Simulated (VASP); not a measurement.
# V (Fm-3m) in VASP: further runs

The runs below take V through single point, with LDA.

Everything below comes from runs of VASP 6.6.1. Logs are shortened: lines on timing, memory, paths and dates and some standing lists are left out, and cuts for length are marked.

### 1 The cell of the first run

Symmetry: Fm-3m, No. 225, cubic system. The conventional cell has a = 3.731 Å, b = 3.731 Å, c = 3.731 Å, α = 90.00°, β = 90.00°, γ = 90.00°. V (site symmetry m-3m) has 12 V at 2.64 Å within 3.5 Å.

This isn't the form of V at room conditions, which is bcc.

### 2 Single point, LDA (12.98 Å³/atom)

File INCAR:

```
SYSTEM = V
ALGO = Normal ; EDIFF = 1E-6
ENCUT = 520 ; GGA = CA
ISIF = 2 ; ISMEAR = -1
LASPH = .TRUE. ; LCHARG = .FALSE.
LREAL = .FALSE. ; LWAVE = .FALSE.
NBANDS = 12 ; NELM = 60
PREC = Accurate ; SIGMA = 0.1
```

File KPOINTS:

```
k-points
0
G
  16 16 16
  0 0 0
```

File POSCAR:

```
V
1.0
    0.0000000000      1.8655300537      1.8655300537
    1.8655300537      0.0000000000      1.8655300537
    1.8655300537      1.8655300537      0.0000000000
V
1
Direct
    0.0000000000      0.0000000000      0.0000000000
```

Potentials or basis: VASP PAW LDA potentials, release 64 (V_sv).

On the command line:

```console
$ cat potpaw_LDA.64/V_sv/POTCAR > POTCAR
$ mpirun -np 1 vasp_std > vasp.out
```

OUTCAR:

```text
SYSTEM = V
   EDIFF = 1E-6
   ENCUT = 520
   GGA = CA
   ISIF = 2
   ISMEAR = -1
   LASPH = .TRUE.
   LREAL = .FALSE.
   NELM = 60
   PREC = Accurate

 ion  position               nearest neighbor table
   1  0.000  0.000  0.000-

  LATTYP: Found a face centered cubic cell.
 ALAT       =     3.7310601074

  Lattice vectors:

 A1 = (   0.0000000000,   1.8655300537,   1.8655300537)
 A2 = (   1.8655300537,   0.0000000000,   1.8655300537)
 A3 = (   1.8655300537,   1.8655300537,   0.0000000000)

Analysis of symmetry for initial positions (statically):
=====================================================================
 Subroutine PRICEL returns:
 Original cell was already a primitive cell.

 Routine SETGRP: Setting up the symmetry group for a
 face centered cubic supercell.

 Subroutine GETGRP returns: Found 48 space group operations
 (whereof 48 operations were pure point group operations)
 out of a pool of 48 trial point group operations.

The static configuration has the point symmetry O_h .

Analysis of symmetry for dynamics (positions and initial velocities):
=====================================================================
 Subroutine PRICEL returns:
 Original cell was already a primitive cell.

 Routine SETGRP: Setting up the symmetry group for a
 face centered cubic supercell.

 Subroutine GETGRP returns: Found 48 space group operations
 (whereof 48 operations were pure point group operations)
 out of a pool of 48 trial point group operations.

The dynamic configuration has the point symmetry O_h .

 Subroutine INISYM returns: Found 48 space group operations
 (whereof 48 operations are pure point group operations),
 and found     1 'primitive' translations

----------------------------------------------------------------------------------------

                                     Primitive cell

  volume of cell :      12.9848

  direct lattice vectors                    reciprocal lattice vectors
     0.000000000  1.865530054  1.865530054    -0.268020340  0.268020340  0.268020340
     1.865530054  0.000000000  1.865530054     0.268020340 -0.268020340  0.268020340
     1.865530054  1.865530054  0.000000000     0.268020340  0.268020340 -0.268020340

  length of vectors
     2.638257903  2.638257903  2.638257903     0.464224847  0.464224847  0.464224847

  position of ions in fractional coordinates (direct lattice)
     0.000000000  0.000000000  0.000000000

  ion indices of the primitive-cell ions
   primitive index   ion index
                 1           1

----------------------------------------------------------------------------------------

 KPOINTS: k-points

Automatic generation of k-mesh.
 Grid dimensions read from file:
 generate k-points for:   16   16   16

 Generating k-lattice:

  Cartesian coordinates                     Fractional coordinates (reciprocal lattice)
    -0.016751271  0.016751271  0.016751271     0.062500000  0.000000000  0.000000000
     0.016751271 -0.016751271  0.016751271     0.000000000  0.062500000  0.000000000
     0.016751271  0.016751271 -0.016751271     0.000000000  0.000000000  0.062500000

  Length of vectors
     0.029014053  0.029014053  0.029014053

  Shift w.r.t. Gamma in fractional coordinates (k-lattice)
     0.000000000  0.000000000  0.000000000

 Subroutine IBZKPT returns following result:
 ===========================================

 Found    145 irreducible k-points:

 Following reciprocal coordinates:
            Coordinates               Weight
  0.000000  0.000000  0.000000      1.000000
  0.062500  0.000000  0.000000      8.000000
  0.125000  0.000000  0.000000      8.000000
  0.187500  0.000000  0.000000      8.000000
  0.250000  0.000000  0.000000      8.000000
  0.312500  0.000000  0.000000      8.000000
[... 16 lines left out ...]
 -0.125000  0.062500  0.000000     24.000000
 -0.062500  0.062500  0.000000     12.000000
 [... further k-points ...]
   k-points           NKPTS =    145   k-points in BZ     NKDIM =    145   number of bands    NBANDS=     12
   number of dos      NEDOS =    301   number of ions     NIONS =      1
   total plane-waves  NPLWV =   8000
   dimension x,y,z NGX =    20 NGY =   20 NGZ =   20
   dimension x,y,z NGXF=    40 NGYF=   40 NGZF=   40
   ions per type =               1
   NGX,Y,Z   is equivalent  to a cutoff of  12.60, 12.60, 12.60 a.u.
   NGXF,Y,Z  is equivalent  to a cutoff of  25.21, 25.21, 25.21 a.u.
 SYSTEM =  V
   PREC   = accura    normal or accurate (medium, high low for compatibility)
   ISTART =      0    job   : 0-new  1-cont  2-samecut
   ICHARG =      2    charge: 1-file 2-atom 10-const
   ISPIN  =      1    spin polarized calculation?
   LNONCOLLINEAR =      F non collinear calculations
   LSORBIT =      F    spin-orbit coupling
   LASPH  =      T    aspherical Exc in radial PAW
   ENCUT  =  520.0 eV  38.22 Ry    6.18 a.u.   4.91  4.91  4.91*2*pi/ulx,y,z
   NELM   =     60;   NELMIN=  2; NELMDL= -5     # of ELM steps
   EDIFF  = 0.1E-05   stopping-criterion for ELM
   LREAL  =      F    real-space projection
   EDIFFG = 0.1E-04   stopping-criterion for IOM
   NSW    =      0    number of steps for IOM
   IBRION =     -1    ionic relax: 0-MD 1-quasi-New 2-CG
   NFREE  =      0    steps in history (QN), initial steepest desc. (CG)
   ISIF   =      2    stress and relaxation
   ISYM   =      2    0-nonsym 1-usesym 2-fastsym
   POTIM  = 0.5000    time-step for ionic-motion
   TEBEG  =    0.0;   TEEND  =   0.0 temperature during run
   PSTRESS=    0.0 pullay stress
   NELECT =      13.0000    total number of electrons
   NUPDOWN=      -1.0000    fix difference up-down
   EMIN   =  10.00;   EMAX   =-10.00  energy-range for DOS
   EFERMI =   0.00;   METHOD = LEGACY
   ISMEAR =    -1;   SIGMA  =   0.10  broadening in eV -4-tet -1-fermi 0-gaus
   EFERMI_NEDOS =   21; number of points for ismear=-14 and -15
   IALGO  =     38    algorithm
   IMIX   =      4    mixing-type and parameters
     AMIX     =   0.40;   BMIX     =  1.00
     AMIX_MAG =   1.60;   BMIX_MAG =  1.00
  volume/ion in A,a.u.               =      12.98        87.63
  Fermi-wavevector in a.u.,A,eV,Ry     =   1.637735  3.094871 36.493231  2.682177
  Thomas-Fermi vector in A             =   2.728825
   LORBIT       =      0    0 simple, 1 ext, 2 COOP (PROOUT), +10 PAW based schemes
   GGA     = CA    functional components
   LHFCALC =     F    Hartree Fock is set to
   AEXX    =    0.0000 exact exchange contribution
   IVDW    =     0    specifies the selected vdW correction
   LEPSILON=     F    determine dielectric tensor
   LRPA    =     F    only Hartree local field effects (RPA)
 non-spin polarized calculation
  energy-cutoff  :      520.00
  volume of cell :       12.98
 maximum number of plane-waves:       363
   NGX =  9   NGY =  9   NGZ =  9

 number of electron      13.0000004 magnetization

 Free energy of the ion-electron system (eV)
  ---------------------------------------------------
  ext. energy  EPLUGINS =         0.00000000
  ---------------------------------------------------
  free energy    TOTEN  =        -9.69097414 eV

  energy without entropy =       -9.63493702  energy(sigma->0) =       -9.66295558

 E-fermi :  10.2916     XC(G=0): -13.4300

 val. band max:       10.2897844827   @ k =  -0.4375   0.1875   0.0000
 cond. band min:      10.3038069246   @ k =  -0.3750   0.1875   0.0625
 fundamental gap:      0.0140224419
 Fermi energy:        10.2915697904

 k-point     1 :       0.0000    0.0000    0.0000
  band No.  band energies     occupation
      1     -52.9580      2.00000
      2     -26.6062      2.00000
      3     -26.6062      2.00000
      4     -26.6062      2.00000
      5       3.3649      2.00000
      6      10.4352      0.38414
      7      10.4352      0.38414
      8      10.4352      0.38414
      9      12.3113      0.00000
     10      12.3113      0.00000
     11      28.3922      0.00000
     12      33.8431      0.00000

 k-point     2 :       0.0625    0.0000    0.0000
  band No.  band energies     occupation
      1     -52.9495      2.00000
      2     -26.6475      2.00000
      3     -26.6112      2.00000
      4     -26.6112      2.00000
      5       3.5199      2.00000
      6      10.3499      0.71655
      7      10.4910      0.23969
      8      10.4910      0.23968
      9      12.2770      0.00000
     10      12.2770      0.00000
     11      28.5127      0.00000
     12      32.6762      0.00000

 k-point     3 :       0.1250    0.0000    0.0000
  band No.  band energies     occupation
      1     -52.9255      2.00000
      2     -26.7642      2.00000
      3     -26.6256      2.00000
      4     -26.6256      2.00000
      5       3.9677      2.00000
      6      10.1273      1.67579
      7      10.6283      0.06666
      8      10.6283      0.06666
      9      12.2097      0.00000
     10      12.2097      0.00000
     11      28.6689      0.00000
     12      30.7249      0.00000
[... 286 lines left out ...]
 k-point    23 :      -0.1250    0.0625    0.0000
  band No.  band energies     occupation
      1     -52.9078      2.00000
      2     -26.8334      2.00000
      3     -26.6634      2.00000
      4     -26.6243      2.00000
      5       4.3014      2.00000
      6       9.9516      1.93538
      7      10.7219      0.02669
      8      10.7368      0.02304
      9      11.9770      0.00000
     10      12.3857      0.00000
     11      28.6581      0.00000
     12      29.9754      0.00000

 k-point    24 :      -0.0625    0.0625    0.0000
  band No.  band energies     occupation
      1     -52.9359      2.00000
      2     -26.7054      2.00000
      3     -26.6346      2.00000
      4     -26.6127      2.00000
      5       3.7726      2.00000
      6      10.2026      1.41760
      7      10.5719      0.11426
      8      10.5974      0.08968
      9      12.1318      0.00000
     10      12.3266      0.00000
     11      28.6714      0.00000
     12      31.6003      0.00000

 [... further k-points ...]
[... 5 lines left out ...]
  --------------------------------------------------------------------------------------
  -------------------------------------------------------------------------------------
  Total        0.0236140      0.0236140      0.0236140     -0.0000000      0.0000000      0.0000000
  in kB        2.9136959      2.9136959      2.9136959     -0.0000000      0.0000000      0.0000000
  external PRESSURE =       2.9136959 kB  Pullay stress =       0.0000000 kB

 VOLUME and BASIS-vectors are now :
 -----------------------------------------------------------------------------
  energy-cutoff  :      520.00
  volume of cell :       12.98
      direct lattice vectors                 reciprocal lattice vectors
     0.000000000  1.865530054  1.865530054    -0.268020340  0.268020340  0.268020340
     1.865530054  0.000000000  1.865530054     0.268020340 -0.268020340  0.268020340
     1.865530054  1.865530054  0.000000000     0.268020340  0.268020340 -0.268020340

 POSITION                                       TOTAL-FORCE (eV/Angst)
 -----------------------------------------------------------------------------------
      0.00000      0.00000      0.00000        -0.000000     -0.000000     -0.000000
 -----------------------------------------------------------------------------------
    total drift:                                0.000000      0.000000      0.000000

  FREE ENERGIE OF THE ION-ELECTRON SYSTEM (eV)
  ---------------------------------------------------
  free  energy   TOTEN  =        -9.6909741380 eV

  energy  without entropy=       -9.6349370204  energy(sigma->0) =       -9.66295558
```

It took 33 s on 1 thread of Intel Xeon 8259CL, shared host; peak memory 0.13 GiB.

Results:

| Property | Result |
| --- | --- |
| Free energy | -9.6910 eV |
| Pressure | 0.3 GPa |
| Band gap on the k mesh | zero (an odd number of electrons rules out a gap without spin polarisation) |

Levels at points of the mesh, in eV from the Fermi level:
| k point | band 3 | band 4 | band 5 | band 6 | band 7 | band 8 | band 9 | band 10 |
| --- | --- | --- | --- | --- | --- | --- | --- | --- |
| (0.00, 0.00, 0.00) | -36.90 | -36.90 | -6.93 | 0.14 | 0.14 | 0.14 | 2.02 | 2.02 |
| (0.50, 0.00, 0.00) | -37.03 | -37.03 | -3.53 | -0.02 | -0.02 | 1.08 | 3.34 | 3.34 |
| (0.50, 0.50, 0.00) | -37.26 | -37.26 | -3.79 | -2.88 | 3.29 | 3.70 | 3.70 | 3.81 |

[end of part 1 of 2]
